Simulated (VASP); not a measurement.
# Ti2HC: single point with LDA

Crystal: Ti2HC.

```
CELL_PARAMETERS angstrom
1.52205 0.87876 4.71932
-1.52205 0.87876 4.71932
0.00000 -1.75752 4.71932
ATOMIC_POSITIONS crystal
Ti 0.75582 0.75582 0.75582
Ti 0.24418 0.24418 0.24418
H 0.00000 0.00000 0.00000
C 0.50000 0.50000 0.50000
```

```
Program                : VASP 6.6.1
Task                   : single point
Functional             : LDA
Potentials or basis    : VASP PAW LDA potentials, release 64 (Ti_sv, H, C)
Cutoff                 : 520 eV
k mesh                 : 9 × 9 × 9
Occupations            : gaussian, width 0.05 eV
Spin                   : no spin polarisation
Dipole correction      : no
Further INCAR settings : ALGO = Normal; EDIFF = 1e-06; NBANDS = 22
```

The pressure is 0.5 GPa. The largest force is 0.049 eV/Å and the band gap on the k mesh is zero (an odd number of electrons rules out a gap without spin polarisation).

Forces in eV/Å, atoms in the order of the input:
```
Ti   0.000  0.000 -0.049
Ti   0.000  0.000  0.049
H    0.000  0.000  0.000
C    0.000  0.000  0.000
```

Stress tensor (GPa, compression positive):
```
0.53 0.00 0.00
0.00 0.53 0.00
0.00 0.00 0.43
```

Levels at points of the mesh, in eV from the Fermi level:
```tsv
k point	band 12	band 13	band 14	band 15	band 16	band 17
(0.00, 0.00, 0.00)	-2.93	-2.93	0.28	0.28	1.00	1.89
```

Wall time 4.1 min on 1 thread of Oxide Virtual Turin-like Processor, with other jobs on the host, peak memory 0.2 GiB.

Caveat: an odd number of electrons without spin polarisation forces a metal; a magnetic or distorted state may lie lower.
